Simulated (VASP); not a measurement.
GaSb (zincblende type), 2 atoms in the cell. The structure is cubic, space group F-43m (No. 216). Conventional cell: a = 6.216 Å, b = 6.216 Å, c = 6.216 Å, α = 90.00°, β = 90.00°, γ = 90.00°. Ga (site symmetry -43m) has 4 Sb at 2.69 Å within 3.5 Å. Sb (site symmetry -43m) has 4 Ga at 2.69 Å within 3.5 Å. 

| Item | Value |
| --- | --- |
| Program | VASP 6.6.1 |
| Task | single point |
| Functional | PBE |
| Potentials or basis | VASP PAW PBE potentials, release 64 (Ga_d, Sb) |
| Cutoff | 520 eV |
| k mesh | 9 × 9 × 9 |
| Occupations | fermi-dirac, width 0.08 eV |
| Spin | no spin polarisation |
| Dipole correction | no |
| Further INCAR settings | ALGO = Normal; EDIFF = 1e-06; NBANDS = 16 |

Potentials or basis: VASP PAW PBE potentials, release 64 (Ga_d, Sb).

The run is started by

```bash
$ cat potpaw_PBE.64/Ga_d/POTCAR potpaw_PBE.64/Sb/POTCAR > POTCAR
$ mpirun -np 1 vasp_std > vasp.out
```

Hardware: 1 thread of Intel Xeon 6975P-C, on a shared host.

Question: How long does it take, and how much memory?

Answer: Run time: 34 s on 1 thread of Intel Xeon 6975P-C (shared host), peak memory 0.22 GiB. Counts: scf iterations 13, k points 35.
